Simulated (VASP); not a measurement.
Write the native input for VASP 6.6.1 that does the following.

* Task: single point
* Functional: PBEsol
* Potentials or basis: VASP PAW PBE potentials, release 64 (Pt)
* Cutoff: 520 eV
* k mesh: 9 × 9 × 13
* Occupations: fermi-dirac, width 0.1 eV
* Spin: no spin polarisation
* Dipole correction: no
* Further INCAR settings: ALGO = Normal; EDIFF = 1e-06; NBANDS = 22

The structure of Pt lies in POSCAR:

```
Pt
1.0
    4.2867962064      0.0000000000      0.0000000000
   -2.1433981032      3.7124744156      0.0000000000
    0.0000000000      0.0000000000      2.5555219462
Pt
3
Direct
    1.0000000000      0.0000000000      0.0000000000
    0.3333333333      0.6666666667      0.5000000000
    0.6666666667      0.3333333333      0.5000000000
```

This isn't the form of Pt at room conditions, which is fcc.

One way to write it, as run:

INCAR

```
PREC     = Accurate       # precision mode
ENCUT    = 520            # plane-wave cutoff, eV
EDIFF    = 1E-6           # SCF threshold, eV
ISMEAR   = -1             # smearing method
SIGMA    = 0.1            # smearing width, eV
LREAL    = F              # projectors in reciprocal space
LASPH    = T              # aspherical terms in the spheres
NELM     = 60             # most SCF steps
ALGO     = Normal         # electronic algorithm
ISIF     = 2              # what is computed and relaxed
LWAVE    = F              # write WAVECAR
LCHARG   = F              # write CHGCAR
GGA      = PS             # functional
NBANDS   = 22             # bands
```

KPOINTS

```
Automatic mesh
0
Gamma
  9 9 13
```

Potentials or basis: VASP PAW PBE potentials, release 64 (Pt).

Run with:

```console
$ cat potpaw_PBE.64/Pt/POTCAR > POTCAR
$ mpirun -np 1 vasp_std > vasp.out
```

It gave:

- Pressure: 48.4 GPa
- Band gap on the k mesh: zero (bands 15 and 16 overlap by 1.66 eV)

Caveat: the cell stands under pressure; the PAW data sets were made with another functional, which shifts forces and pressure a little; spin-orbit coupling is left out, which moves the levels of the heavy elements.

Run time: 110 s on 1 thread of Intel Xeon 8259CL, with other jobs on the host, peak memory 0.19 GiB.
